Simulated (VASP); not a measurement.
The system is Li.

```
Li
1.0
    -1.75465    1.75465    1.75465
     1.75465   -1.75465    1.75465
     1.75465    1.75465   -1.75465
Li
1
Direct
  0.00000 0.00000 0.00000
```

| Property | Result |
| --- | --- |
| Program | VASP 6.6.1 |
| Task | relaxation of cell and atoms |
| Functional | BLYP |
| Dispersion | D3(BJ) |
| Potentials or basis | VASP PAW PBE potentials, release 64 (Li_sv) |
| Cutoff | 600 eV |
| k mesh | 11 × 11 × 11 |
| Occupations | fermi-dirac, width 0.05 eV |
| Spin | no spin polarisation |

At the start: pressure -3.5 GPa; volume 21.61 Å³/atom.

Q: How do energy, volume and symmetry change on relaxing?

A: Over 6 steps the energy falls by 82.5 meV/atom and the volume is 15.61 Å³/atom (-27.7 %); space group Im-3m (No. 229, to 0.05 Å).

The path:
| step | energy change (eV) | largest force (eV/Å) | pressure (GPa) | volume (Å³) |
| --- | --- | --- | --- | --- |
| 1 | 0.0000 | 0.0000 | -3.50 | 21.61 |
| 2 | -0.0298 | 0.0000 | -3.11 | 20.16 |
| 3 | -0.0770 | 0.0000 | -1.27 | 16.93 |
| 4 | 0.0184 | 0.0000 | 9.79 | 11.53 |
| 5 | -0.0821 | 0.0000 | -0.39 | 15.97 |
| 6 | -0.0825 | 0.0000 | 0.04 | 15.61 |

Final structure:
```cif
data_structure
_symmetry_space_group_name_H-M 'P 1'
_symmetry_Int_Tables_number 1
_cell_length_a 2.7271
_cell_length_b 2.7271
_cell_length_c 2.7271
_cell_angle_alpha 109.471
_cell_angle_beta 109.471
_cell_angle_gamma 109.471
_cell_volume 15.61
loop_
_atom_site_label
_atom_site_type_symbol
_atom_site_fract_x
_atom_site_fract_y
_atom_site_fract_z
_atom_site_occupancy
Li1 Li 0.00000 0.00000 0.00000 1
```

The cell as given is a measured one (21.61 Å³/atom); BLYP+D3(BJ) puts the equilibrium volume -27.7 % from it, thermal expansion not counted.

Caveat: the cutoff is under 1.25 times the usual one of these potentials, so pressure, stress and relaxed cells hold a basis-set (Pulay) error; the volume moved by over 15 % at a fixed basis, so the end points are rough; the PAW data sets were made with another functional, which shifts forces and pressure a little; the volume moved by -28 % from the deposited cell, more than functionals usually miss; pairwise dispersion overbinds metals, which lowers pressure and volume.
